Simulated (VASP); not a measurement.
Write the native input for VASP 6.6.1 that does the following.

```
Task                               : single point
Functional                         : HSE06
Potentials or basis                : VASP PAW PBE potentials, release 64 (Cl, I, Li_sv)
Cutoff                             : 520 eV
k mesh                             : 4 × 4 × 4
Occupations                        : gaussian, width 0.01 eV
Spin                               : no spin polarisation
Dipole correction                  : no
Grid for exact exchange (PRECFOCK) : Normal
Further INCAR settings             : ALGO = Normal; EDIFF = 1e-07; NBANDS = 18
Share of exact exchange            : 0.25
Screening parameter                : 0.2079 1/Å
```

Li2ICl:

```xyz
4
Lattice="1.9911 1.1496 6.4242 -1.9911 1.1496 6.4242 0.0000 -2.2992 6.4242" Properties=species:S:1:pos:R:3 pbc="T T T"
Cl    1.9911    1.1496    6.4242
I     0.0000    0.0000    9.6363
Li    0.0000    0.0000    5.0155
Li    0.0000    0.0000   14.2572
```

These files were run (other wordings do the same):

POSCAR

```
Li2ICl
1.0
    1.9911310297      1.1495800360      6.4242248771
   -1.9911310297      1.1495800360      6.4242248771
    0.0000000000     -2.2991600720      6.4242248771
Cl I Li
1 1 2
Direct
    1.0000000000      0.0000000000      0.0000000000
    0.5000000000      0.5000000000      0.5000000000
    0.2602378187      0.2602378187      0.2602378187
    0.7397621813      0.7397621813      0.7397621813
```

INCAR.step1

```
ALGO = Normal
EDIFF = 1E-5
ENCUT = 520
GGA = PE
ISIF = 2
ISMEAR = 0
LASPH = T
LCHARG = F
LREAL = F
LWAVE = T
NBANDS = 18
NELM = 80
PREC = Accurate
SIGMA = 0.01
```

INCAR.step2

```
ALGO = Normal
EDIFF = 1E-7
ENCUT = 520
GGA = PE
HFSCREEN = 0.2079
ISIF = 2
ISMEAR = 0
ISTART = 1
LASPH = T
LCHARG = F
LHFCALC = T
LREAL = F
LWAVE = F
NBANDS = 18
NELM = 80
PREC = Accurate
PRECFOCK = Normal
SIGMA = 0.01
```

KPOINTS

```
k-points
0
Gamma
  4 4 4
```

Potentials or basis: VASP PAW PBE potentials, release 64 (Cl, I, Li_sv).

Run with:

```console
$ cat potpaw_PBE.64/Cl/POTCAR potpaw_PBE.64/I/POTCAR potpaw_PBE.64/Li_sv/POTCAR > POTCAR
$ cp INCAR.step1 INCAR
$ mpirun -np 1 vasp_std > vasp.out
$ cp INCAR.step2 INCAR
$ mpirun -np 1 vasp_std > vasp.out
```

Results of the run:

- Largest force: 0.011 eV/Å
- Band gap on the k mesh: 4.41 eV

Caveat: the k points lie up to 0.46 Å⁻¹ apart; the PAW data sets were made with another functional, which shifts forces and pressure a little; spin-orbit coupling is left out, which moves the levels of the heavy elements.

It took 45 min on 1 thread of Intel(R) Xeon(R) Platinum 8488C (Sapphire Rapids) (shared host), peak memory 0.56 GiB.
